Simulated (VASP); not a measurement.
Here is a VASP 6.6.1 calculation.

INCAR

```
SYSTEM = CuI
ALGO = Normal ; EDIFF = 1E-8
ENCUT = 520 ; GGA = PE
ISIF = 2 ; ISMEAR = -1
LASPH = .True. ; LCHARG = .False.
LEFG = .True. ; LREAL = .False.
LWAVE = .False. ; NBANDS = 16
NELM = 60 ; PREC = Accurate
SIGMA = 0.05
```

The input KPOINTS:

```
k-points
0
Gamma
  12 12 12
  0 0 0
```

Contents of POSCAR:

```
CuI
1.0
    0.0000000000      3.0191164824      3.0191164824
    3.0191164824      0.0000000000      3.0191164824
    3.0191164824      3.0191164824      0.0000000000
Cu I
1 1
Direct
    0.0000000000      0.0000000000      0.0000000000
    0.2500000000      0.2500000000      0.2500000000
```

Potentials or basis: VASP PAW PBE potentials, release 64 (Cu, I).

The run is started by

```sh
$ cat potpaw_PBE.64/Cu/POTCAR potpaw_PBE.64/I/POTCAR > POTCAR
$ mpirun -np 1 vasp_std > vasp.out
```

(1) What does it give for the band gap on the k mesh?

(2) What does it give for the pressure?

Results:

(1) 1.18 eV.

(2) 0.9 GPa.

Caveat: spin-orbit coupling is left out, which moves the levels of the heavy elements.
